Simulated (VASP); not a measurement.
# SrTiO3 in VASP: a series of runs, part 2 of 2

VASP 6.6.1. The steps go on from the part before.

### 3 Single point, PBE (zz strain of -3 %)

The input, INCAR:

```
SYSTEM = SrTiO3
ALGO     = Normal         ! electronic algorithm
EDIFF    = 1E-6           ! SCF threshold, eV
ENCUT    = 520            ! plane-wave cutoff, eV
GGA      = PE             ! functional
ISIF     = 2              ! what is computed and relaxed
ISMEAR   = -1             ! smearing method
LASPH    = .True.         ! aspherical terms in the spheres
LCHARG   = .False.        ! write CHGCAR
LREAL    = .False.        ! projectors in reciprocal space
LWAVE    = .False.        ! write WAVECAR
NBANDS   = 28             ! bands
NELM     = 100            ! most SCF steps
PREC     = Accurate       ! precision mode
SIGMA    = 0.05           ! smearing width, eV
```

The input, KPOINTS:

```
k-points
0
Gamma
  7 7 7
  0 0 0
```

The input, POSCAR:

```
SrTiO3
1.0
    3.9050000000      0.0000000000      0.0000000000
    0.0000000000      3.9050000000      0.0000000000
    0.0000000000      0.0000000000      3.7878500000
Sr Ti O
1 1 3
Direct
    0.0000000000      0.0000000000      0.0000000000
    0.5000000000      0.5000000000      0.5000000000
    0.0000000000      0.5000000000      0.5000000000
    0.5000000000      0.0000000000      0.5000000000
    0.5000000000      0.5000000000      0.0000000000
```

Potentials or basis: VASP PAW PBE potentials, release 64 (Sr_sv, Ti_sv, O).

The run is started by

```
> cat potpaw_PBE.64/Sr_sv/POTCAR potpaw_PBE.64/Ti_sv/POTCAR potpaw_PBE.64/O/POTCAR > POTCAR
> mpirun -np 1 vasp_std > vasp.out
```

OUTCAR:

```text
SYSTEM = SrTiO3
   EDIFF = 1E-6
   ENCUT = 520
   GGA = PE
   ISIF = 2
   ISMEAR = -1
   LASPH = .True.
   LREAL = .False.
   NELM = 100
   PREC = Accurate

 ion  position               nearest neighbor table
   1  0.000  0.000  0.000-   3 2.72   4 2.72   3 2.72   4 2.72   3 2.72   3 2.72   4 2.72   4 2.72
                             5 2.76   5 2.76   5 2.76   5 2.76   2 3.35   2 3.35   2 3.35   2 3.35
   2  0.500  0.500  0.500-   5 1.89   5 1.89   3 1.95   4 1.95   4 1.95   3 1.95   1 3.35   1 3.35
                             1 3.35   1 3.35   1 3.35   1 3.35   1 3.35   1 3.35
   3  0.000  0.500  0.500-   2 1.95   2 1.95   1 2.72   1 2.72   1 2.72   1 2.72
   4  0.500  0.000  0.500-   2 1.95   2 1.95   1 2.72   1 2.72   1 2.72   1 2.72
   5  0.500  0.500  0.000-   2 1.89   2 1.89   1 2.76   1 2.76   1 2.76   1 2.76

  LATTYP: Found a simple tetragonal cell.
 ALAT       =     3.9050000000
 C/A-ratio  =     0.9700000000

  Lattice vectors:

 A1 = (   3.9050000000,   0.0000000000,   0.0000000000)
 A2 = (   0.0000000000,   3.9050000000,   0.0000000000)
 A3 = (   0.0000000000,   0.0000000000,   3.7878500000)

Analysis of symmetry for initial positions (statically):
[... 180 lines left out ...]

 val. band max:        4.3533390554   @ k =   0.4286   0.4286   0.4286
 cond. band min:       6.2934508650   @ k =   0.0000   0.0000   0.0000
 fundamental gap:      1.9401118096
 Fermi energy:         5.3664992360

 k-point     1 :       0.0000    0.0000    0.0000
  band No.  band energies     occupation
      1     -51.9163      2.00000
      2     -28.2794      2.00000
      3     -28.2083      2.00000
      4     -28.1735      2.00000
      5     -28.1735      2.00000
      6     -13.1402      2.00000
[... 733 lines left out ...]
     27      12.9711      0.00000
     28      13.1114      0.00000

 [... further k-points ...]

------------------------ aborting loop because EDIFF is reached ----------------------------------------

  FORCE on cell =-STRESS in cart. coord.  units (eV):
  Direction    XX          YY          ZZ          XY          YZ          ZX
  --------------------------------------------------------------------------------------
  -------------------------------------------------------------------------------------
  Total        3.0719177      3.0719177      6.2725868      0.0000000     -0.0000000      0.0000000
  in kB       85.2089691     85.2089691    173.9892493      0.0000000     -0.0000000      0.0000000
  external PRESSURE =     114.8023958 kB  Pullay stress =       0.0000000 kB

 VOLUME and BASIS-vectors are now :
 -----------------------------------------------------------------------------
  energy-cutoff  :      520.00
  volume of cell :       57.76
      direct lattice vectors                 reciprocal lattice vectors
     3.905000000  0.000000000  0.000000000     0.256081946  0.000000000  0.000000000
     0.000000000  3.905000000  0.000000000     0.000000000  0.256081946  0.000000000
     0.000000000  0.000000000  3.787850000     0.000000000  0.000000000  0.264002006

 POSITION                                       TOTAL-FORCE (eV/Angst)
 -----------------------------------------------------------------------------------
      0.00000      0.00000      0.00000         0.000000      0.000000      0.000000
      1.95250      1.95250      1.89393         0.000000      0.000000      0.000000
      0.00000      1.95250      1.89393         0.000000      0.000000      0.000000
      1.95250      0.00000      1.89393         0.000000      0.000000      0.000000
      1.95250      1.95250      0.00000         0.000000      0.000000      0.000000
 -----------------------------------------------------------------------------------
    total drift:                                0.000000      0.000000     -0.000000

  FREE ENERGIE OF THE ION-ELECTRON SYSTEM (eV)
  ---------------------------------------------------
  free  energy   TOTEN  =       -39.9530635589 eV

  energy  without entropy=      -39.9530635585  energy(sigma->0) =      -39.95306356
```

OSZICAR:

```text
N       E                     dE             d eps       ncg     rms          rms(c)
DAV:   1     0.435724805723E+03    0.43572E+03   -0.21619E+04  2240   0.161E+03
DAV:   2    -0.558950457155E+01   -0.44131E+03   -0.42002E+03  2564   0.442E+02
DAV:   3    -0.479947723152E+02   -0.42405E+02   -0.42089E+02  3060   0.134E+02
DAV:   4    -0.500532475748E+02   -0.20585E+01   -0.20541E+01  3376   0.253E+01
DAV:   5    -0.501021954714E+02   -0.48948E-01   -0.48938E-01  3044   0.332E+00    0.279E+01
DAV:   6    -0.399269396254E+02    0.10175E+02   -0.51472E+01  3248   0.658E+01    0.155E+01
DAV:   7    -0.400012900022E+02   -0.74350E-01   -0.71365E+00  2944   0.202E+01    0.115E+01
DAV:   8    -0.400299583089E+02   -0.28668E-01   -0.13852E+00  2680   0.126E+01    0.275E+00
DAV:   9    -0.399617079544E+02    0.68250E-01   -0.33497E-01  2792   0.579E+00    0.113E+00
DAV:  10    -0.399587564931E+02    0.29515E-02   -0.91564E-02  2732   0.209E+00    0.712E-01
DAV:  11    -0.399530902213E+02    0.56663E-02   -0.23926E-02  3492   0.150E+00    0.138E-01
DAV:  12    -0.399530621275E+02    0.28094E-04   -0.15219E-03  2756   0.433E-01    0.103E-01
DAV:  13    -0.399530713980E+02   -0.92705E-05   -0.60312E-04  3316   0.181E-01    0.567E-02
DAV:  14    -0.399530688537E+02    0.25442E-05   -0.54136E-05  2900   0.608E-02    0.267E-02
DAV:  15    -0.399530639745E+02    0.48793E-05   -0.15826E-05  3308   0.362E-02    0.157E-02
DAV:  16    -0.399530635589E+02    0.41556E-06   -0.96998E-06  2580   0.243E-02
   1 F= -.39953064E+02 E0= -.39953064E+02  d E =-.426346E-09
```

stdout:

```text
POSCAR found type information on POSCAR SrTiO
 POSCAR found :  3 types and       5 ions
 scaLAPACK will be used
 LDA part: xc-table for (Slater+PW92), standard interpolation
 POSCAR, INCAR and KPOINTS ok, starting setup
 FFT: planning ... GRIDC
 FFT: planning ... GRID_SOFT
 FFT: planning ... GRID
 WAVECAR not read
 entering main loop
```

Wall time 38 s (1 thread of Intel Xeon 6975P-C, shared host); peak memory 0.21 GiB.

What came out:

- Free energy: -39.9531 eV
- Pressure: 11.5 GPa
- Band gap on the k mesh: 1.94 eV, indirect (least direct gap 2.18 eV)

Stress tensor (GPa, compression positive):
```
 8.52  0.00  0.00
 0.00  8.52  0.00
 0.00  0.00 17.40
```

Levels at points of the mesh, in eV from the valence-band top:
```csv
k point,band 17,band 18,band 19,band 20,band 21,band 22,band 23,band 24
"(0.00, 0.00, 0.00)",-1.08,-0.28,-0.28,-0.24,1.94,2.00,2.00,4.47
```

Caveat: the cell differs from its parent crystal (zz strain of -3 %). A k mesh can miss the band edges.

### 4 Single point, PBE (zz strain of -1 %)

The input, INCAR:

```
SYSTEM = SrTiO3
PREC = Accurate
ENCUT = 520
EDIFF = 1E-7
ISMEAR = -1
SIGMA = 0.05
LREAL = .FALSE.
LASPH = .TRUE.
NELM = 80
ALGO = Normal
ISIF = 2
LWAVE = .FALSE.
LCHARG = .TRUE.
GGA = PE
LELF = .TRUE.
LVHAR = .TRUE.
NBANDS = 28
```

The input, KPOINTS:

```
regular mesh
0
G
  7 7 7
  0 0 0
```

POSCAR, as its differences from that of step 3:

```diff
@@ -4,3 +4,3 @@
     0.0000000000      3.9050000000      0.0000000000
-    0.0000000000      0.0000000000      3.7878500000
+    0.0000000000      0.0000000000      3.8659500000
 Sr Ti O
```

The run is started by

```
> cat potpaw_PBE.64/Sr_sv/POTCAR potpaw_PBE.64/Ti_sv/POTCAR potpaw_PBE.64/O/POTCAR > POTCAR
> mpirun -np 1 vasp_std > vasp.out
```

It took 55 s on 1 thread of Intel Xeon 6975P-C, shared host; peak memory 0.21 GiB.

It converged, with:

| Property | Result |
| --- | --- |
| Free energy | -40.0505 eV |
| Pressure | 7.0 GPa |
| Band gap on the k mesh | 1.93 eV, indirect (least direct gap 2.21 eV) |

Stress tensor (GPa, compression positive):
```
6.11 0.00 0.00
0.00 6.11 0.00
0.00 0.00 8.71
```

Levels at points of the mesh, in eV from the valence-band top:
| k point | band 16 | band 17 | band 18 | band 19 | band 20 | band 21 | band 22 | band 23 | band 24 | band 25 |
| --- | --- | --- | --- | --- | --- | --- | --- | --- | --- | --- |
| (0.00, 0.00, 0.00) | -1.13 | -1.10 | -0.29 | -0.29 | -0.28 | 1.93 | 1.95 | 1.95 | 4.40 | 4.48 |

Caveat: the cell differs from its parent crystal (zz strain of -1 %).

### 5 Summary

| cell | gap on the mesh (eV) | pressure (GPa) |
| --- | --- | --- |
| a = 3.982 Å, 5 atoms | 1.80 | -4.8 |
| a = 3.905, b = 3.905, c = 3.788 Å, 5 atoms | 1.94 | 11.5 |
| a = 3.905, b = 3.905, c = 3.866 Å, 5 atoms | 1.93 | 7.0 |

Alike in all rows: task single point; level PBE; potentials or basis VASP PAW PBE potentials, release 64 (Sr_sv, Ti_sv, O); no spin polarisation; k mesh 7 × 7 × 7; cutoff (eV) 520; smearing fermi-dirac 0.05 eV.

Total energies depend on the potentials used, so only differences within one code and one set of settings carry meaning.
